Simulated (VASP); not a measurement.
**Al3S4I: single point with PBE**

Al3S4I:

```
CELL_PARAMETERS angstrom
3.71232 0.03572 -0.00343
1.63601 7.56519 -0.02283
0.00383 0.39630 9.21267
ATOMIC_POSITIONS crystal
Al 0.97353 0.42233 0.16841
Al 0.38176 0.62151 0.49630
Al 0.97354 0.42244 0.83645
S 0.06743 0.21447 0.00927
S 0.47843 0.41162 0.31403
S 0.80753 0.78277 0.49155
S 0.47901 0.41041 0.69147
I 0.83876 0.71445 0.99252
```

```
Program             : VASP 6.6.1
Task                : single point
Functional          : PBE
Potentials or basis : VASP PAW PBE potentials, release 64 (Al, S, I)
Cutoff              : 520 eV
k mesh              : 8 × 4 × 4
Occupations         : gaussian, width 0.02 eV
Spin                : no spin polarisation
```

The pressure is -0.1 GPa, the largest force is 0.027 eV/Å and the band gap on the k mesh is 2.37 eV (least direct gap 2.45 eV).

Forces on the atoms (eV/Å):
```
Al  -0.004 -0.012 -0.002
Al  -0.001  0.004 -0.002
Al  -0.003 -0.016  0.003
S    0.008  0.026 -0.002
S    0.000  0.003 -0.001
S    0.001 -0.014  0.001
S   -0.001  0.006  0.002
I    0.001  0.004  0.001
```

Levels at points of the mesh, in eV from the valence-band top:
```
           k point  band 16  band 17  band 18  band 19  band 20  band 21  band 22  band 23  band 24  band 25
(0.00, 0.00, 0.00)    -1.74    -1.36    -0.93    -0.51    -0.08     2.37     2.86     3.08     3.52     4.25
(0.50, 0.00, 0.00)    -2.02    -1.79    -1.76    -1.63    -0.71     3.10     3.27     3.33     3.62     4.28
(0.00, 0.50, 0.00)    -1.70    -1.60    -0.89    -0.57     0.00     2.47     2.98     3.36     4.03     4.42
(0.50, 0.50, 0.00)    -2.02    -1.83    -1.78    -1.67    -0.71     3.13     3.30     3.36     3.60     4.31
(0.00, 0.00, 0.50)    -1.68    -1.20    -1.01    -0.50    -0.07     2.44     2.75     3.53     3.63     3.75
(0.50, 0.00, 0.50)    -1.84    -1.74    -1.61    -1.42    -0.78     2.79     3.68     3.72     3.87     4.24
(0.00, 0.50, 0.50)    -1.90    -1.33    -0.94    -0.55     0.00     2.58     2.73     3.63     3.89     4.64
(0.50, 0.50, 0.50)    -1.88    -1.81    -1.60    -1.42    -0.78     2.83     3.68     3.74     3.92     4.28
```

Run time: 17 min on 1 thread of Intel Xeon 8259CL, with other jobs on the host, peak memory 0.63 GiB.

Caveat: spin-orbit coupling is left out, which moves the levels of the heavy elements. A k mesh can miss the band edges.
